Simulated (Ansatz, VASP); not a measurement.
**Two plane-wave programs on Te**

The input INCAR:

```
  PREC = Accurate
  ENCUT = 520
  EDIFF = 1E-6
  ISMEAR = 0
  SIGMA = 0.1
  LREAL = F
  LASPH = T
  NELM = 80
  ALGO = Normal
  ISIF = 2
  LWAVE = F
  LCHARG = F
  GGA = PE
  NBANDS = 9
```

File KPOINTS:

```
regular mesh
0
Gamma
  8 8 8
```

POSCAR

```
Te
1.0
   -1.7843453896      1.7843453896      1.7843453896
    1.7843453896     -1.7843453896      1.7843453896
    1.7843453896      1.7843453896     -1.7843453896
Te
1
Direct
    0.0000000000      0.0000000000      0.0000000000
```

Input for Ansatz:

```yaml
crystal:
  lattice:
    - [-1.7843453896, 1.7843453896, 1.7843453896]
    - [1.7843453896, -1.7843453896, 1.7843453896]
    - [1.7843453896, 1.7843453896, -1.7843453896]
  atoms:
    - { symbol: Te, position: [0.0, 0.0, 0.0] }
basis:
  ecutwfc: 420
kpoints:
  mp_grid: { grid: [8, 8, 8] }
hamiltonian:
  xc: pbe
scf:
  occupations: { method: gaussian, width: 0.1 }
output:
  forces: true
  stress: true
  eigenvalues: true
```

Alike in both runs: task single point; functional PBE; k mesh 8 × 8 × 8; occupations gaussian, width 0.1 eV; no spin polarisation.

|  | VASP | Ansatz |
| --- | --- | --- |
| version | VASP 6.6.1 | Ansatz 0.2.0 |
| potentials or method | VASP PAW PBE potentials, release 64 (Te), cutoff 520 eV | scalar-relativistic, plane waves, PAW |
| valence electrons in the cell | 6 | 16 |

|  | VASP | Ansatz | Ansatz less VASP |
| --- | --- | --- | --- |
| gap on the k mesh at the Fermi level (eV) | none | none | - |
| pressure (GPa) | 21.7 | 21.7 | +0.07 |

A gap of «none» marks a metal or a gap that the smearing closes. The functional is the same, so the differences come from potentials, cutoffs and numerics. VASP's potentials hold 6 valence electrons a cell and Ansatz's 16, so a difference there can come from the potentials and not from the codes.

Neither program's run includes spin-orbit coupling.
